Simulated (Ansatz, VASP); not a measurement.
**Tl: VASP beside Ansatz**

Contents of POSCAR:

```
Tl
1.0
   -2.1351000000      2.1351000000      1.9410000000
    2.1351000000     -2.1351000000      1.9410000000
    2.1351000000      2.1351000000     -1.9410000000
Tl
1
Direct
    0.0000000000      0.0000000000      0.0000000000
```

INCAR.step1

```
SYSTEM = Tl
  ALGO = Normal
  EDIFF = 1E-4
  ENCUT = 520
  GGA = PE
  ISMEAR = 0
  LASPH = .TRUE.
  LCHARG = .FALSE.
  LREAL = .FALSE.
  LWAVE = .TRUE.
  NBANDS = 12
  NELM = 100
  PREC = Accurate
  SIGMA = 0.15
```

The input INCAR.step2:

```
SYSTEM = Tl
  ALGO = Normal
  EDIFF = 1E-6
  ENCUT = 520
  ISIF = 2
  ISMEAR = 0
  ISTART = 1
  LASPH = .TRUE.
  LCHARG = .TRUE.
  LELF = .TRUE.
  LMIXTAU = .TRUE.
  LREAL = .FALSE.
  LVHAR = .TRUE.
  LWAVE = .FALSE.
  METAGGA = R2SCAN
  NBANDS = 12
  NELM = 100
  PREC = Accurate
  SIGMA = 0.15
```

KPOINTS

```
k-points
0
G
  18 18 18
  0 0 0
```

Input for Ansatz:

```yaml
crystal:
  lattice:
    - [-2.1351, 2.1351, 1.941]
    - [2.1351, -2.1351, 1.941]
    - [2.1351, 2.1351, -1.941]
  atoms:
    - { symbol: Tl, position: [0.0, 0.0, 0.0] }
basis:
  ecutwfc: 500
kpoints:
  mp_grid: { grid: [18, 18, 18] }
hamiltonian:
  xc: r2scan
scf:
  occupations: { method: gaussian, width: 0.15 }
output:
  forces: true
  stress: true
  eigenvalues: true
```

Change from the starting cell: strain +0.1000 x Voigt [1, 1, 0, 0, 0, 0], atoms carried along.

Alike in both runs: task single point; functional r2SCAN; k mesh 18 × 18 × 18; occupations gaussian, width 0.15 eV; no spin polarisation.

```csv
,VASP,Ansatz
version,VASP 6.6.1,Ansatz 0.2.0
potentials or method,"VASP PAW PBE potentials, release 64 (Tl_d), cutoff 520 eV","scalar-relativistic, plane waves, PAW"
valence electrons in the cell,13,13
```

|  | VASP | Ansatz | Ansatz less VASP |
| --- | --- | --- | --- |
| gap on the k mesh at the Fermi level (eV) | none | none | - |
| pressure (GPa) | -3.4 | -3.4 | +0.04 |
| traceless stress, the component that is largest in VASP (GPa) | 0.37 | 0.37 | -0.001 |

VASP's potentials were made for PBE, not for r2SCAN. A gap of «none» marks a metal or a gap that the smearing closes.

Neither program's run includes spin-orbit coupling.
